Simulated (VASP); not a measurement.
Write the native input for VASP 6.6.1 that does the following.

| Quantity | Value |
| --- | --- |
| Task | single point |
| Functional | PBE |
| Potentials or basis | VASP PAW PBE potentials, release 64 (Si, Ti_sv) |
| Cutoff | 520 eV |
| k mesh | 2 × 2 × 2 |
| Occupations | fermi-dirac, width 0.05 eV |
| Spin | no spin polarisation |
| Dipole correction | no |
| Further INCAR settings | LREAL = Auto; ALGO = Normal; EDIFF = 1e-06; NBANDS = 52 |

The structure of TiSi16 (a cell with a defect) lies in POSCAR:

```
TiSi16
1.0
    0.0000000000      5.4300000000      5.4300000000
    5.4300000000      0.0000000000      5.4300000000
    5.4300000000      5.4300000000      0.0000000000
Si Ti
16 1
Direct
   -0.0476611418      0.0439226519      0.0343646409
    0.1532044199      0.0941804788      0.1256906077
   -0.0091252302     -0.0612799263      0.5074125230
    0.0737016575      0.1003130755      0.6662615101
    0.0248158379      0.4556813996      0.0235451197
    0.0699447514      0.6638858195      0.1893186004
   -0.0718324125      0.4966942910      0.5711510129
    0.1460773481      0.5844751381      0.6366114180
    0.5254788214     -0.0247790055     -0.0533609576
    0.5721270718      0.1312983425      0.1113351750
    0.4575782689     -0.0421086556      0.5152946593
    0.6421731123      0.1356353591      0.5128913444
    0.4495856354      0.5057734807      0.0554235727
    0.6494106814      0.6108655617      0.1023756906
    0.5070165746      0.5024309392      0.4702578269
    0.5656629834      0.5854235727      0.6758471455
    0.2006537753      0.2693646409      0.3006169429
```

These files were run (other wordings do the same):

INCAR

```
PREC = Accurate ; ENCUT = 520
EDIFF = 1E-6 ; ISMEAR = -1
SIGMA = 0.05 ; LREAL = Auto
LASPH = T ; NELM = 80
ALGO = Normal ; ISIF = 2
LWAVE = F ; LCHARG = T
GGA = PE ; LELF = T
LVHAR = T ; NBANDS = 52
```

KPOINTS

```
regular mesh
0
Gamma
  2 2 2
```

Potentials or basis: VASP PAW PBE potentials, release 64 (Si, Ti_sv).

Run with:

```sh
$ cat potpaw_PBE.64/Si/POTCAR potpaw_PBE.64/Ti_sv/POTCAR > POTCAR
$ mpirun -np 1 vasp_std > vasp.out
```

It gave:

* Pressure: 3.0 GPa
* Largest force: 2.255 eV/Å
* Band gap on the k mesh: zero (band 38 reaches 6.92 eV, above the bottom of band 39 at 6.63 eV)

Caveat: the k points lie up to 0.50 Å⁻¹ apart.

Run time: 10 min on 1 thread of AMD EPYC 7R13, with other jobs on the host, peak memory 0.46 GiB.
